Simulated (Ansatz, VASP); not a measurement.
**One calculation of Zr, two programs**

```
Zr
1.0
     3.17423    0.00000    0.00000
    -1.58712    2.74896    0.00000
     0.00000    0.00000    5.06843
Zr
2
Direct
  0.33333 0.66667 0.25000
  0.66667 0.33333 0.75000
```

Alike in both runs: task single point; functional PBE; k mesh 6 × 6 × 4; occupations fermi-dirac, width 0.058 eV; no spin polarisation.

```csv
,VASP,Ansatz
version,VASP 6.6.1,Ansatz 0.2.0
potentials or method,"VASP PAW PBE potentials, release 64 (Zr_sv), cutoff 520 eV","scalar-relativistic, plane waves, PAW"
valence electrons in the cell,24,24
```

|  | VASP | Ansatz | Ansatz less VASP |
| --- | --- | --- | --- |
| gap on the k mesh at the Fermi level (eV) | none | none | - |
| pressure (GPa) | 5.5 | 5.5 | -0.02 |
| traceless stress, the component that is largest in VASP (GPa) | 0.48 | 0.48 | +0.001 |

A gap of «none» marks a metal or a gap that the smearing closes. With one functional, cell and mesh, what is left measures potentials, basis and numerics.

The k mesh is coarse, so the values compare programs but aren't converged.
